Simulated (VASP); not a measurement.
# CsCaF3 (P4/mmm) in VASP: notebook, part 2 of 3

VASP 6.6.1. Earlier steps stand in the parts before.

### Step 3. Single point, LDA (strain +0.000 along x and y, +0.015 along z)

The input, INCAR:

```
SYSTEM = CsCaF3
PREC     = Accurate       ! precision mode
ENCUT    = 520            ! plane-wave cutoff, eV
EDIFF    = 1E-7           ! SCF threshold, eV
ISMEAR   = 0              ! smearing method
SIGMA    = 0.05           ! smearing width, eV
LREAL    = .FALSE.        ! projectors in reciprocal space
LASPH    = .TRUE.         ! aspherical terms in the spheres
NELM     = 80             ! most SCF steps
ALGO     = Normal         ! electronic algorithm
ISIF     = 2              ! what is computed and relaxed
LWAVE    = .FALSE.        ! write WAVECAR
LCHARG   = .FALSE.        ! write CHGCAR
GGA      = CA             ! functional
NBANDS   = 28             ! bands
```

The input, KPOINTS:

```
regular mesh
0
G
  6 6 6
  0 0 0
```

The input, POSCAR:

```
CsCaF3
1.0
    4.5205310300      0.0000000000      0.0000000000
    0.0000000000      4.5205310300      0.0000000000
    0.0000000000      0.0000000000      4.5883389954
Cs Ca F
1 1 3
Direct
    0.0000000000      0.0000000000      0.0000000000
    0.5000000000      0.5000000000      0.5000000000
    0.0000000000      0.5000000000      0.5000000000
    0.5000000000      0.0000000000      0.5000000000
    0.5000000000      0.5000000000      0.0000000000
```

Potentials or basis: VASP PAW LDA potentials, release 64 (Cs_sv, Ca_sv, F).

On the command line:

```console
> cat potpaw_LDA.64/Cs_sv/POTCAR potpaw_LDA.64/Ca_sv/POTCAR potpaw_LDA.64/F/POTCAR > POTCAR
> mpirun -np 1 vasp_std > vasp.out
```

OUTCAR:

```text
SYSTEM = CsCaF3
   PREC = Accurate
   ENCUT = 520
   EDIFF = 1E-7
   ISMEAR = 0
   LREAL = .FALSE.
   LASPH = .TRUE.
   NELM = 80
   ISIF = 2
   GGA = CA

 ion  position               nearest neighbor table
   1  0.000  0.000  0.000-
   2  0.500  0.500  0.500-   3 2.26   4 2.26   4 2.26   3 2.26   5 2.29   5 2.29
   3  0.000  0.500  0.500-   2 2.26   2 2.26
   4  0.500  0.000  0.500-   2 2.26   2 2.26
   5  0.500  0.500  0.000-   2 2.29   2 2.29

  LATTYP: Found a simple tetragonal cell.
 ALAT       =     4.5205310300
 C/A-ratio  =     1.0150000000

  Lattice vectors:

 A1 = (   4.5205310300,   0.0000000000,   0.0000000000)
 A2 = (   0.0000000000,   4.5205310300,   0.0000000000)
 A3 = (   0.0000000000,   0.0000000000,   4.5883389954)

Analysis of symmetry for initial positions (statically):
=====================================================================
 Subroutine PRICEL returns:
 Original cell was already a primitive cell.

 Routine SETGRP: Setting up the symmetry group for a
 simple tetragonal supercell.

 Subroutine GETGRP returns: Found 16 space group operations
 (whereof 16 operations were pure point group operations)
 out of a pool of 16 trial point group operations.

The static configuration has the point symmetry D_4h.

Analysis of symmetry for dynamics (positions and initial velocities):
=====================================================================
 Subroutine PRICEL returns:
 Original cell was already a primitive cell.

 Routine SETGRP: Setting up the symmetry group for a
 simple tetragonal supercell.

 Subroutine GETGRP returns: Found 16 space group operations
 (whereof 16 operations were pure point group operations)
 out of a pool of 16 trial point group operations.

The dynamic configuration has the point symmetry D_4h.

 Subroutine INISYM returns: Found 16 space group operations
 (whereof 16 operations are pure point group operations),
 and found     1 'primitive' translations

----------------------------------------------------------------------------------------

                                     Primitive cell

  volume of cell :      93.7636

  direct lattice vectors                    reciprocal lattice vectors
     4.520531030  0.000000000  0.000000000     0.221212949  0.000000000  0.000000000
     0.000000000  4.520531030  0.000000000     0.000000000  0.221212949  0.000000000
     0.000000000  0.000000000  4.588338995     0.000000000  0.000000000  0.217943792

  length of vectors
     4.520531030  4.520531030  4.588338995     0.221212949  0.221212949  0.217943792

  position of ions in fractional coordinates (direct lattice)
     0.000000000  0.000000000  0.000000000
     0.500000000  0.500000000  0.500000000
     0.000000000  0.500000000  0.500000000
     0.500000000  0.000000000  0.500000000
     0.500000000  0.500000000  0.000000000

  ion indices of the primitive-cell ions
   primitive index   ion index
                 1           1
                 2           2
                 3           3
                 4           4
                 5           5

----------------------------------------------------------------------------------------

 KPOINTS: regular mesh

Automatic generation of k-mesh.
 Grid dimensions read from file:
[... 23 lines left out ...]
  0.166667  0.000000  0.000000      4.000000
  0.333333  0.000000  0.000000      4.000000
  0.500000  0.000000  0.000000      2.000000
  0.166667  0.166667  0.000000      4.000000
  0.333333  0.166667  0.000000      8.000000
[... 16 lines left out ...]
  0.333333  0.000000  0.333333      8.000000
  0.500000  0.000000  0.333333      4.000000
 [... further k-points ...]
   k-points           NKPTS =     40   k-points in BZ     NKDIM =     40   number of bands    NBANDS=     28
   number of dos      NEDOS =    301   number of ions     NIONS =      5
   total plane-waves  NPLWV =  46656
   dimension x,y,z NGX =    36 NGY =   36 NGZ =   36
   dimension x,y,z NGXF=    72 NGYF=   72 NGZF=   72
   ions per type =               1   1   3
   NGX,Y,Z   is equivalent  to a cutoff of  13.24, 13.24, 13.04 a.u.
   NGXF,Y,Z  is equivalent  to a cutoff of  26.48, 26.48, 26.09 a.u.
 SYSTEM =  CsCaF3
   PREC   = accura    normal or accurate (medium, high low for compatibility)
   ISTART =      0    job   : 0-new  1-cont  2-samecut
   ICHARG =      2    charge: 1-file 2-atom 10-const
   ISPIN  =      1    spin polarized calculation?
   LNONCOLLINEAR =      F non collinear calculations
   LSORBIT =      F    spin-orbit coupling
   LASPH  =      T    aspherical Exc in radial PAW
   ENCUT  =  520.0 eV  38.22 Ry    6.18 a.u.   8.41  8.41  8.53*2*pi/ulx,y,z
   NELM   =     80;   NELMIN=  2; NELMDL= -5     # of ELM steps
   EDIFF  = 0.1E-06   stopping-criterion for ELM
   LREAL  =      F    real-space projection
   EDIFFG = 0.1E-05   stopping-criterion for IOM
   NSW    =      0    number of steps for IOM
   IBRION =     -1    ionic relax: 0-MD 1-quasi-New 2-CG
   NFREE  =      0    steps in history (QN), initial steepest desc. (CG)
   ISIF   =      2    stress and relaxation
   ISYM   =      2    0-nonsym 1-usesym 2-fastsym
   POTIM  = 0.5000    time-step for ionic-motion
   TEBEG  =    0.0;   TEEND  =   0.0 temperature during run
   PSTRESS=    0.0 pullay stress
   NELECT =      40.0000    total number of electrons
   NUPDOWN=      -1.0000    fix difference up-down
   EMIN   =  10.00;   EMAX   =-10.00  energy-range for DOS
   EFERMI =   0.00;   METHOD = LEGACY
   ISMEAR =     0;   SIGMA  =   0.05  broadening in eV -4-tet -1-fermi 0-gaus
   EFERMI_NEDOS =   21; number of points for ismear=-14 and -15
   IALGO  =     38    algorithm
   IMIX   =      4    mixing-type and parameters
     AMIX     =   0.40;   BMIX     =  1.00
     AMIX_MAG =   1.60;   BMIX_MAG =  1.00
  volume/ion in A,a.u.               =      18.75       126.55
  Fermi-wavevector in a.u.,A,eV,Ry     =   1.232395  2.328889 20.664503  1.518798
  Thomas-Fermi vector in A             =   2.367167
   LORBIT       =      0    0 simple, 1 ext, 2 COOP (PROOUT), +10 PAW based schemes
   GGA     = CA    functional components
   LHFCALC =     F    Hartree Fock is set to
   AEXX    =    0.0000 exact exchange contribution
   IVDW    =     0    specifies the selected vdW correction
   LEPSILON=     F    determine dielectric tensor
   LRPA    =     F    only Hartree local field effects (RPA)
 non-spin polarized calculation
 Gauss-broadening in eV      SIGMA  =   0.05
  energy-cutoff  :      520.00
  volume of cell :       93.76
 maximum number of plane-waves:      2544
 NGX is ok and might be reduce to    36
   NGX = 17   NGY = 17   NGZ = 17

 number of electron      40.0000034 magnetization

 Free energy of the ion-electron system (eV)
  ---------------------------------------------------
  ext. energy  EPLUGINS =         0.00000000
  ---------------------------------------------------
  free energy    TOTEN  =       -27.87255220 eV

  energy without entropy =      -27.87255220  energy(sigma->0) =      -27.87255220

 E-fermi :  -1.7800     XC(G=0):  -9.5940

 val. band max:       -2.0787645251   @ k =   0.5000   0.5000   0.5000
 cond. band min:       4.6294744063   @ k =   0.0000   0.0000   0.0000
 fundamental gap:      6.7082389314
 Fermi energy:        -1.7799830873

 k-point     1 :       0.0000    0.0000    0.0000
  band No.  band energies     occupation
      1     -37.2464      2.00000
      2     -20.9066      2.00000
      3     -20.7029      2.00000
      4     -20.6481      2.00000
      5     -19.2135      2.00000
      6     -18.6806      2.00000
[... 733 lines left out ...]
     27       9.0539      0.00000
     28       9.3191      0.00000

 [... further k-points ...]

------------------------ aborting loop because EDIFF is reached ----------------------------------------

  FORCE on cell =-STRESS in cart. coord.  units (eV):
  Direction    XX          YY          ZZ          XY          YZ          ZX
  --------------------------------------------------------------------------------------
  -------------------------------------------------------------------------------------
  Total       -2.4420627     -2.4420627     -3.0253527      0.0000000     -0.0000000      0.0000000
  in kB      -41.7285201    -41.7285201    -51.6954347      0.0000000     -0.0000000      0.0000000
  external PRESSURE =     -45.0508250 kB  Pullay stress =       0.0000000 kB

 VOLUME and BASIS-vectors are now :
 -----------------------------------------------------------------------------
  energy-cutoff  :      520.00
  volume of cell :       93.76
      direct lattice vectors                 reciprocal lattice vectors
     4.520531030  0.000000000  0.000000000     0.221212949  0.000000000  0.000000000
     0.000000000  4.520531030  0.000000000     0.000000000  0.221212949  0.000000000
     0.000000000  0.000000000  4.588338995     0.000000000  0.000000000  0.217943792

 POSITION                                       TOTAL-FORCE (eV/Angst)
 -----------------------------------------------------------------------------------
      0.00000      0.00000      0.00000         0.000000      0.000000      0.000000
      2.26027      2.26027      2.29417         0.000000      0.000000      0.000000
      0.00000      2.26027      2.29417         0.000000      0.000000      0.000000
      2.26027      0.00000      2.29417         0.000000      0.000000      0.000000
      2.26027      2.26027      0.00000         0.000000      0.000000      0.000000
 -----------------------------------------------------------------------------------
    total drift:                                0.000000      0.000000      0.000000

  FREE ENERGIE OF THE ION-ELECTRON SYSTEM (eV)
  ---------------------------------------------------
  free  energy   TOTEN  =       -27.8725522022 eV

  energy  without entropy=      -27.8725522022  energy(sigma->0) =      -27.87255220
```

Run time: 2.7 min. Hardware: 1 thread of Intel Xeon 8259CL, shared host; peak memory 0.24 GiB.

Results:

* Free energy: -27.8726 eV
* Pressure: -4.5 GPa
* Band gap on the k mesh: 6.71 eV (least direct gap 6.74 eV)

Caveat: the cell differs from its parent crystal (strain +0.000 along x and y, +0.015 along z); the cell stands under tension; spin-orbit coupling is left out, which moves the levels of the heavy elements.

### Step 4. Single point, LDA (strain +0.000 along x and y, +0.030 along z)

The input, INCAR:

```
SYSTEM = CsCaF3
ALGO     = Normal         ! electronic algorithm
EDIFF    = 1E-6           ! SCF threshold, eV
ENCUT    = 520            ! plane-wave cutoff, eV
GGA      = CA             ! functional
ISIF     = 2              ! what is computed and relaxed
ISMEAR   = 0              ! smearing method
LASPH    = .TRUE.         ! aspherical terms in the spheres
LCHARG   = .FALSE.        ! write CHGCAR
LREAL    = .FALSE.        ! projectors in reciprocal space
LWAVE    = .FALSE.        ! write WAVECAR
NBANDS   = 28             ! bands
NELM     = 60             ! most SCF steps
PREC     = Accurate       ! precision mode
SIGMA    = 0.05           ! smearing width, eV
```

The input, KPOINTS:

```
k-points
0
G
  6 6 6
  0 0 0
```

Changes to POSCAR since step 3:

```diff
@@ -4,3 +4,3 @@
     0.0000000000      4.5205310300      0.0000000000
-    0.0000000000      0.0000000000      4.5883389954
+    0.0000000000      0.0000000000      4.6561469609
 Cs Ca F
```

On the command line:

```console
> cat potpaw_LDA.64/Cs_sv/POTCAR potpaw_LDA.64/Ca_sv/POTCAR potpaw_LDA.64/F/POTCAR > POTCAR
> mpirun -np 1 vasp_std > vasp.out
```

Run time: 2.8 min. Hardware: 1 thread of Intel Xeon 8259CL, shared host; peak memory 0.24 GiB.

It converged, with:

* Free energy: -27.8251 eV
* Pressure: -5.0 GPa
* Band gap on the k mesh: 6.60 eV (least direct gap 6.64 eV)

Stress tensor (GPa, compression positive):
```
-4.44  0.00  0.00
 0.00 -4.44  0.00
 0.00  0.00 -6.23
```

Levels at points of the mesh, in eV from the valence-band top:
```csv
k point,band 16,band 17,band 18,band 19,band 20,band 21,band 22,band 23,band 24,band 25
"(0.00, 0.00, 0.00)",-0.37,-0.37,-0.08,-0.04,-0.04,6.60,7.86,7.93,8.22,8.22
"(0.50, 0.00, 0.00)",-0.52,-0.47,-0.47,-0.27,-0.27,8.34,8.69,8.93,9.31,9.34
"(0.50, 0.50, 0.00)",-0.78,-0.52,-0.11,-0.11,-0.04,8.38,8.77,8.77,9.02,10.54
"(0.00, 0.00, 0.50)",-0.57,-0.30,-0.30,-0.29,-0.29,8.28,8.73,8.74,9.22,9.22
"(0.50, 0.00, 0.50)",-0.62,-0.56,-0.27,-0.27,-0.03,8.46,8.79,8.87,8.92,10.31
"(0.50, 0.50, 0.50)",-0.49,-0.49,-0.03,0.00,0.00,8.62,8.62,8.67,9.77,9.77
```

Caveat: the cell differs from its parent crystal (strain +0.000 along x and y, +0.030 along z); the cell stands under tension; spin-orbit coupling is left out, which moves the levels of the heavy elements. A k mesh can miss the band edges.

(Part 2 of 3 ends here.)
